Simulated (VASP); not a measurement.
Wanted: the native input for a VASP 6.6.1 run.

- Task: single point
- Functional: PBE
- Dispersion: D3(BJ)
- Potentials or basis: VASP PAW PBE potentials, release 64 (K_sv)
- Cutoff: 520 eV
- k mesh: 6 × 6 × 4
- Occupations: gaussian, width 0.1 eV
- Spin: no spin polarisation
- Dipole correction: no
- Further INCAR settings: ALGO = Normal; EDIFF = 1e-06; NBANDS = 46

The structure of K lies in POSCAR:

```
K
1.0
    6.0702683783     -4.7472314522      0.0000000000
    6.0702683783      4.7472314522      0.0000000000
    0.0000000000      0.0000000000      9.5852853539
K
8
Direct
    0.7501039746      0.7501039746      0.5000000000
    0.2498960254      0.2498960254      0.5000000000
    0.2498882976      0.7501117024      0.2500378239
    0.7498882976      0.2501117024      0.2499621761
    0.7498960254      0.7498960254      0.0000000000
    0.2501039746      0.2501039746      0.0000000000
    0.2501117024      0.7498882976      0.7500378239
    0.7501117024      0.2498882976      0.7499621761
```

The input as run:

INCAR

```
SYSTEM = K
PREC     = Accurate       ! precision mode
ENCUT    = 520            ! plane-wave cutoff, eV
EDIFF    = 1E-6           ! SCF threshold, eV
ISMEAR   = 0              ! smearing method
SIGMA    = 0.1            ! smearing width, eV
LREAL    = .FALSE.        ! projectors in reciprocal space
LASPH    = .TRUE.         ! aspherical terms in the spheres
NELM     = 100            ! most SCF steps
ALGO     = Normal         ! electronic algorithm
ISIF     = 2              ! what is computed and relaxed
LWAVE    = .FALSE.        ! write WAVECAR
LCHARG   = .FALSE.        ! write CHGCAR
GGA      = PE             ! functional
IVDW     = 12             ! dispersion correction
NBANDS   = 46             ! bands
```

KPOINTS

```
Automatic mesh
0
G
  6 6 4
  0 0 0
```

Potentials or basis: VASP PAW PBE potentials, release 64 (K_sv).

Run with:

```bash
$ cat potpaw_PBE.64/K_sv/POTCAR > POTCAR
$ mpirun -np 1 vasp_std > vasp.out
```

It gave:

* Pressure: 0.0 GPa
* Band gap on the k mesh: zero (bands 36 and 37 overlap by 1.33 eV)
* Dispersion energy per atom: -0.121 eV

Run time: 9 min on 1 thread of Intel(R) Xeon(R) 6975P-C (Granite Rapids), with other jobs on the host, peak memory 0.93 GiB.
